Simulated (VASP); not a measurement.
Wanted: the native input for a VASP 6.6.1 run.

- Task: single point
- Functional: PBEsol
- Potentials or basis: VASP PAW PBE potentials, release 64 (As)
- Cutoff: 520 eV
- k mesh: 6 × 6 × 4
- Occupations: gaussian, width 0.1 eV
- Spin: no spin polarisation
- Dipole correction: no
- Further INCAR settings: ALGO = Normal; EDIFF = 1e-07; NBANDS = 18

The structure of As lies in POSCAR:

```
As
1.0
    4.5477399073      0.0000000000      0.0000000000
   -2.2738699537      3.9384582895      0.0000000000
    0.0000000000      0.0000000000      5.6127310873
As
4
Direct
    0.3333333333      0.6666666667      0.4703436081
    0.6666666667      0.3333333333      0.9703436081
    0.6666666667      0.3333333333      0.5296563919
    0.3333333333      0.6666666667      0.0296563919
```

The input as run:

INCAR

```
SYSTEM = As
PREC     = Accurate       ! precision mode
ENCUT    = 520            ! plane-wave cutoff, eV
EDIFF    = 1E-7           ! SCF threshold, eV
ISMEAR   = 0              ! smearing method
SIGMA    = 0.1            ! smearing width, eV
LREAL    = .False.        ! projectors in reciprocal space
LASPH    = .True.         ! aspherical terms in the spheres
NELM     = 80             ! most SCF steps
ALGO     = Normal         ! electronic algorithm
ISIF     = 2              ! what is computed and relaxed
LWAVE    = .False.        ! write WAVECAR
LCHARG   = .False.        ! write CHGCAR
GGA      = PS             ! functional
NBANDS   = 18             ! bands
```

KPOINTS

```
Automatic mesh
0
Gamma
  6 6 4
  0 0 0
```

Potentials or basis: VASP PAW PBE potentials, release 64 (As).

The run is started by

```sh
$ cat potpaw_PBE.64/As/POTCAR > POTCAR
$ mpirun -np 1 vasp_std > vasp.out
```

It gave:

* Pressure: 0.4 GPa
* Largest force: 0.036 eV/Å
* Band gap on the k mesh: zero (band 10 reaches 4.36 eV, above the bottom of band 11 at 3.65 eV)

Caveat: the PAW data sets were made with another functional, which shifts forces and pressure a little.

It took 27 s on 1 thread of Intel(R) Xeon(R) Platinum 8259CL CPU @ 2.50GHz (Skylake/Cascade Lake), on a shared host, peak memory 0.22 GiB.
